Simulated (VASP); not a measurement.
# Re (P6_3/mmc) in VASP: notebook

Runs on Re. Level: PBEsol. Tasks: single point.

Everything below comes from runs of VASP 6.6.1. Logs are shortened: lines on timing, memory, paths and dates and some standing lists are left out, and cuts for length are marked.

### Step 1. The cell of the first run

The structure is hexagonal, space group P6_3/mmc (No. 194). Conventional cell: a = 2.550 Å, b = 2.550 Å, c = 4.077 Å, α = 90.00°, β = 90.00°, γ = 120.00°. Re (site symmetry -6m2) has 12 Re at 2.51 to 2.55 Å within 3.3 Å.

### Step 2. Single point, PBEsol (11.48 Å³/atom)

INCAR reads:

```
PREC = Accurate ; ENCUT = 520
EDIFF = 1E-6 ; ISMEAR = -1
SIGMA = 0.05 ; LREAL = False
LASPH = True ; NELM = 60
ALGO = Normal ; ISIF = 2
LWAVE = False ; LCHARG = True
GGA = PS ; LELF = True
LVHAR = True ; NBANDS = 14
```

KPOINTS reads:

```
regular mesh
0
Gamma
  18 18 10
```

POSCAR reads:

```
Re
1.0
    2.5497657329      0.0000000000      0.0000000000
   -1.2748828664      2.2081618983      0.0000000000
    0.0000000000      0.0000000000      4.0770373845
Re
2
Direct
    0.3333333333      0.6666666667      0.2500000000
    0.6666666667      0.3333333333      0.7500000000
```

Potentials or basis: VASP PAW PBE potentials, release 64 (Re).

Launch:

```sh
cat potpaw_PBE.64/Re/POTCAR > POTCAR
mpirun -np 1 vasp_std > vasp.out
```

OUTCAR:

```text
PREC = Accurate
   ENCUT = 520
   EDIFF = 1E-6
   ISMEAR = -1
   LREAL = False
   LASPH = True
   NELM = 60
   ISIF = 2
   GGA = PS

 ion  position               nearest neighbor table
   1  0.333  0.667  0.250-   2 2.51   2 2.51   2 2.51   2 2.51   2 2.51   2 2.51
   2  0.667  0.333  0.750-   1 2.51   1 2.51   1 2.51   1 2.51   1 2.51   1 2.51

  LATTYP: Found a hexagonal cell.
 ALAT       =     2.5497657329
 C/A-ratio  =     1.5989850879

  Lattice vectors:

 A1 = (   2.5497657329,   0.0000000000,   0.0000000000)
 A2 = (  -1.2748828664,   2.2081618983,   0.0000000000)
 A3 = (   0.0000000000,   0.0000000000,   4.0770373845)

Analysis of symmetry for initial positions (statically):
=====================================================================
 Subroutine PRICEL returns:
 Original cell was already a primitive cell.

 Routine SETGRP: Setting up the symmetry group for a
 hexagonal supercell.

 Subroutine GETGRP returns: Found 24 space group operations
 (whereof 12 operations were pure point group operations)
 out of a pool of 24 trial point group operations.

The static configuration has the point symmetry D_3d.
 The point group associated with its full space group is D_6h.

Analysis of symmetry for dynamics (positions and initial velocities):
=====================================================================
 Subroutine PRICEL returns:
 Original cell was already a primitive cell.

 Routine SETGRP: Setting up the symmetry group for a
 hexagonal supercell.

 Subroutine GETGRP returns: Found 24 space group operations
 (whereof 12 operations were pure point group operations)
 out of a pool of 24 trial point group operations.

The dynamic configuration has the point symmetry D_3d.
 The point group associated with its full space group is D_6h.

 Subroutine INISYM returns: Found 24 space group operations
 (whereof 12 operations are pure point group operations),
 and found     1 'primitive' translations

----------------------------------------------------------------------------------------

                                     Primitive cell

  volume of cell :      22.9549

  direct lattice vectors                    reciprocal lattice vectors
     2.549765733  0.000000000  0.000000000     0.392192893  0.226432673  0.000000000
    -1.274882866  2.208161898  0.000000000     0.000000000  0.452865345  0.000000000
     0.000000000  0.000000000  4.077037384     0.000000000  0.000000000  0.245276142

  length of vectors
     2.549765733  2.549765733  4.077037384     0.452865345  0.452865345  0.245276142

  position of ions in fractional coordinates (direct lattice)
     0.333333333  0.666666667  0.250000000
     0.666666667  0.333333333  0.750000000

  ion indices of the primitive-cell ions
   primitive index   ion index
                 1           1
                 2           2

----------------------------------------------------------------------------------------

 KPOINTS: regular mesh

Automatic generation of k-mesh.
 Grid dimensions read from file:
 generate k-points for:   18   18   10

 Generating k-lattice:

  Cartesian coordinates                     Fractional coordinates (reciprocal lattice)
     0.021788494  0.012579593  0.000000000     0.055555556  0.000000000  0.000000000
     0.000000000  0.025159186  0.000000000     0.000000000  0.055555556  0.000000000
     0.000000000  0.000000000  0.024527614     0.000000000  0.000000000  0.100000000

  Length of vectors
     0.025159186  0.025159186  0.024527614

  Shift w.r.t. Gamma in fractional coordinates (k-lattice)
     0.000000000  0.000000000  0.000000000

 Subroutine IBZKPT returns following result:
 ===========================================

 Found    222 irreducible k-points:

 Following reciprocal coordinates:
            Coordinates               Weight
  0.000000  0.000000  0.000000      1.000000
  0.055556  0.000000  0.000000      6.000000
  0.111111  0.000000  0.000000      6.000000
  0.166667  0.000000  0.000000      6.000000
  0.222222  0.000000  0.000000      6.000000
  0.277778  0.000000  0.000000      6.000000
[... 16 lines left out ...]
  0.333333  0.111111  0.000000     12.000000
  0.388889  0.111111  0.000000     12.000000
 [... further k-points ...]
   k-points           NKPTS =    222   k-points in BZ     NKDIM =    222   number of bands    NBANDS=     14
   number of dos      NEDOS =    301   number of ions     NIONS =      2
   total plane-waves  NPLWV =  12000
   dimension x,y,z NGX =    20 NGY =   20 NGZ =   30
   dimension x,y,z NGXF=    40 NGYF=   40 NGZF=   60
   ions per type =               2
   NGX,Y,Z   is equivalent  to a cutoff of  13.04, 13.04, 12.23 a.u.
   NGXF,Y,Z  is equivalent  to a cutoff of  26.08, 26.08, 24.47 a.u.
 SYSTEM =  unknown system
   PREC   = accura    normal or accurate (medium, high low for compatibility)
   ISTART =      0    job   : 0-new  1-cont  2-samecut
   ICHARG =      2    charge: 1-file 2-atom 10-const
   ISPIN  =      1    spin polarized calculation?
   LNONCOLLINEAR =      F non collinear calculations
   LSORBIT =      F    spin-orbit coupling
   LASPH  =      T    aspherical Exc in radial PAW
   ENCUT  =  520.0 eV  38.22 Ry    6.18 a.u.   4.74  4.74  7.58*2*pi/ulx,y,z
   NELM   =     60;   NELMIN=  2; NELMDL= -5     # of ELM steps
   EDIFF  = 0.1E-05   stopping-criterion for ELM
   LREAL  =      F    real-space projection
   EDIFFG = 0.1E-04   stopping-criterion for IOM
   NSW    =      0    number of steps for IOM
   IBRION =     -1    ionic relax: 0-MD 1-quasi-New 2-CG
   NFREE  =      0    steps in history (QN), initial steepest desc. (CG)
   ISIF   =      2    stress and relaxation
   ISYM   =      2    0-nonsym 1-usesym 2-fastsym
   POTIM  = 0.5000    time-step for ionic-motion
   TEBEG  =    0.0;   TEEND  =   0.0 temperature during run
   PSTRESS=    0.0 pullay stress
   NELECT =      14.0000    total number of electrons
   NUPDOWN=      -1.0000    fix difference up-down
   EMIN   =  10.00;   EMAX   =-10.00  energy-range for DOS
   EFERMI =   0.00;   METHOD = LEGACY
   ISMEAR =    -1;   SIGMA  =   0.05  broadening in eV -4-tet -1-fermi 0-gaus
   EFERMI_NEDOS =   21; number of points for ismear=-14 and -15
   IALGO  =     38    algorithm
   IMIX   =      4    mixing-type and parameters
     AMIX     =   0.40;   BMIX     =  1.00
     AMIX_MAG =   1.60;   BMIX_MAG =  1.00
  volume/ion in A,a.u.               =      11.48        77.45
  Fermi-wavevector in a.u.,A,eV,Ry     =   1.388328  2.623560 26.224628  1.927456
  Thomas-Fermi vector in A             =   2.512465
   LORBIT       =      0    0 simple, 1 ext, 2 COOP (PROOUT), +10 PAW based schemes
   GGA     = PS    functional components
   LHFCALC =     F    Hartree Fock is set to
   AEXX    =    0.0000 exact exchange contribution
   IVDW    =     0    specifies the selected vdW correction
   LEPSILON=     F    determine dielectric tensor
   LRPA    =     F    only Hartree local field effects (RPA)
 non-spin polarized calculation
  energy-cutoff  :      520.00
  volume of cell :       22.95
 maximum number of plane-waves:       640
 NGX is ok and might be reduce to    20
   NGX =  9   NGY =  9   NGZ = 15

 number of electron      14.0000001 magnetization

 Free energy of the ion-electron system (eV)
  ---------------------------------------------------
  ext. energy  EPLUGINS =         0.00000000
  ---------------------------------------------------
  free energy    TOTEN  =       -24.24720484 eV

  energy without entropy =      -24.23694275  energy(sigma->0) =      -24.24207380

 E-fermi :  11.1352     XC(G=0): -15.2096

 val. band max:       11.1280779151   @ k =   0.3333   0.1111   0.3000
 cond. band min:      11.1364767872   @ k =   0.3333   0.3333   0.1000
 fundamental gap:      0.0083988721
 Fermi energy:        11.1352426797

 k-point     1 :       0.0000    0.0000    0.0000
  band No.  band energies     occupation
      1      -0.4557      2.00000
      2       2.3935      2.00000
      3       8.6578      2.00000
      4       8.6578      2.00000
      5       8.8964      2.00000
      6       9.9485      2.00000
      7       9.9485      2.00000
      8      11.1240      1.11236
      9      11.1240      1.11236
     10      12.8126      0.00000
     11      15.7156      0.00000
     12      15.7156      0.00000
     13      24.6673      0.00000
     14      25.4289      0.00000

 k-point     2 :       0.0556    0.0000    0.0000
  band No.  band energies     occupation
      1      -0.2826      2.00000
      2       2.5556      2.00000
      3       8.1969      2.00000
      4       8.8189      2.00000
      5       9.2923      2.00000
      6       9.8171      2.00000
      7      10.1035      2.00000
      8      10.8496      1.99341
      9      10.9730      1.92502
     10      12.1480      0.00000
     11      15.8388      0.00000
     12      16.6437      0.00000
     13      24.7758      0.00000
     14      25.8342      0.00000

 k-point     3 :       0.1111    0.0000    0.0000
  band No.  band energies     occupation
      1       0.2153      2.00000
      2       3.0029      2.00000
      3       7.5704      2.00000
      4       9.2970      2.00000
      5       9.4208      2.00000
      6       9.8354      2.00000
      7       9.8690      2.00000
      8      10.5620      1.99998
      9      10.5825      1.99997
     10      11.4375      0.00473
     11      16.1453      0.00000
     12      18.3551      0.00000
     13      24.9589      0.00000
     14      26.9791      0.00000
[... 324 lines left out ...]
 k-point    23 :       0.3333    0.1111    0.0000
  band No.  band energies     occupation
      1       3.6080      2.00000
      2       4.1417      2.00000
      3       4.2781      2.00000
      4       7.9245      2.00000
      5       8.0224      2.00000
      6       9.7297      2.00000
      7       9.9347      2.00000
      8      14.3281      0.00000
      9      15.6777      0.00000
     10      17.0602      0.00000
     11      17.7567      0.00000
     12      23.9560      0.00000
     13      24.7904      0.00000
     14      26.3580      0.00000

 k-point    24 :       0.3889    0.1111    0.0000
  band No.  band energies     occupation
      1       3.3792      2.00000
      2       3.8804      2.00000
      3       4.2033      2.00000
      4       7.9667      2.00000
      5       8.6460      2.00000
      6       9.4564      2.00000
      7      10.4204      2.00000
      8      15.6610      0.00000
      9      16.4338      0.00000
     10      17.1034      0.00000
     11      19.1777      0.00000
     12      22.6800      0.00000
     13      24.4825      0.00000
     14      24.9333      0.00000

 [... further k-points ...]

------------------------ aborting loop because EDIFF is reached ----------------------------------------

  FORCE on cell =-STRESS in cart. coord.  units (eV):
  Direction    XX          YY          ZZ          XY          YZ          ZX
  --------------------------------------------------------------------------------------
  -------------------------------------------------------------------------------------
  Total       22.4299083     22.4299083     23.7523381      0.0000000     -0.0000000      0.0000000
  in kB     1565.5328863   1565.5328861   1657.8340803      0.0000000     -0.0000000      0.0000000
  external PRESSURE =    1596.2999509 kB  Pullay stress =       0.0000000 kB

 VOLUME and BASIS-vectors are now :
 -----------------------------------------------------------------------------
  energy-cutoff  :      520.00
  volume of cell :       22.95
      direct lattice vectors                 reciprocal lattice vectors
     2.549765733  0.000000000  0.000000000     0.392192893  0.226432673  0.000000000
    -1.274882866  2.208161898  0.000000000     0.000000000  0.452865345  0.000000000
     0.000000000  0.000000000  4.077037384     0.000000000  0.000000000  0.245276142

 POSITION                                       TOTAL-FORCE (eV/Angst)
 -----------------------------------------------------------------------------------
     -0.00000      1.47211      1.01926         0.000000     -0.000000      0.000000
      1.27488      0.73605      3.05778        -0.000000      0.000000      0.000000
 -----------------------------------------------------------------------------------
    total drift:                                0.000000     -0.000000     -0.000000

  FREE ENERGIE OF THE ION-ELECTRON SYSTEM (eV)
  ---------------------------------------------------
  free  energy   TOTEN  =       -24.2472048400 eV

  energy  without entropy=      -24.2369427518  energy(sigma->0) =      -24.24207380
```

Run time: 99 s. Hardware: 1 thread of Intel Xeon 8259CL, shared host; peak memory 0.19 GiB.

What came out:

```yaml
Free_energy: -24.2472 eV
Pressure: 159.6 GPa
Band_gap_on_the_k_mesh: zero (bands 7 and 8 overlap by 5.29 eV)
```

Caveat: the stress differs along the axes, from 157 to 166 GPa; the PAW data sets were made with another functional, which shifts forces and pressure a little; spin-orbit coupling is left out, which moves the levels of the heavy elements.

### Step 3. Single point, PBEsol (11.72 Å³/atom)

This run uses another cell than the first one, of 11.72 Å³/atom.

INCAR reads:

```
PREC     = Accurate       # precision mode
ENCUT    = 520            # plane-wave cutoff, eV
EDIFF    = 1E-6           # SCF threshold, eV
ISMEAR   = -1             # smearing method
SIGMA    = 0.05           # smearing width, eV
LREAL    = False          # projectors in reciprocal space
LASPH    = True           # aspherical terms in the spheres
NELM     = 80             # most SCF steps
ALGO     = Normal         # electronic algorithm
ISIF     = 2              # what is computed and relaxed
LWAVE    = False          # write WAVECAR
LCHARG   = False          # write CHGCAR
GGA      = PS             # functional
NBANDS   = 14             # bands
```

KPOINTS reads:

```
Automatic mesh
0
Gamma
  18 18 10
```

POSCAR reads:

```
Re
1.0
    2.5677224212      0.0000000000      0.0000000000
   -1.2838612106      2.2237128466      0.0000000000
    0.0000000000      0.0000000000      4.1057498614
Re
2
Direct
    0.3333333333      0.6666666667      0.2500000000
    0.6666666667      0.3333333333      0.7500000000
```

Potentials or basis: VASP PAW PBE potentials, release 64 (Re).

Launch:

```sh
cat potpaw_PBE.64/Re/POTCAR > POTCAR
mpirun -np 1 vasp_std > vasp.out
```

It took 1.7 min on 1 thread of Intel Xeon 8259CL, shared host; peak memory 0.19 GiB.

It converged, with:

| Item | Value |
| --- | --- |
| Free energy | -24.7024 eV |
| Pressure | 139.2 GPa |
| Band gap on the k mesh | zero (bands 7 and 8 overlap by 5.05 eV) |

Stress tensor (GPa, compression positive):
```
136.23   0.00   0.00
  0.00 136.23   0.00
  0.00   0.00 145.19
```

Levels at points of the mesh, in eV from the Fermi level:
| k point | band 5 | band 6 | band 7 | band 8 | band 9 | band 10 |
| --- | --- | --- | --- | --- | --- | --- |
| (0.00, 0.00, 0.00) | -2.15 | -1.13 | -1.13 | 0.01 | 0.01 | 1.57 |
| (0.50, 0.00, 0.00) | -1.66 | -1.60 | -0.62 | 5.42 | 6.23 | 6.25 |
| (0.00, 0.00, 0.50) | -2.57 | -2.57 | -2.57 | -2.57 | 3.50 | 3.50 |
| (0.50, 0.00, 0.50) | 0.35 | 0.35 | 1.64 | 1.64 | 5.89 | 5.89 |

Caveat: the stress differs along the axes, from 136 to 145 GPa; the PAW data sets were made with another functional, which shifts forces and pressure a little; spin-orbit coupling is left out, which moves the levels of the heavy elements.
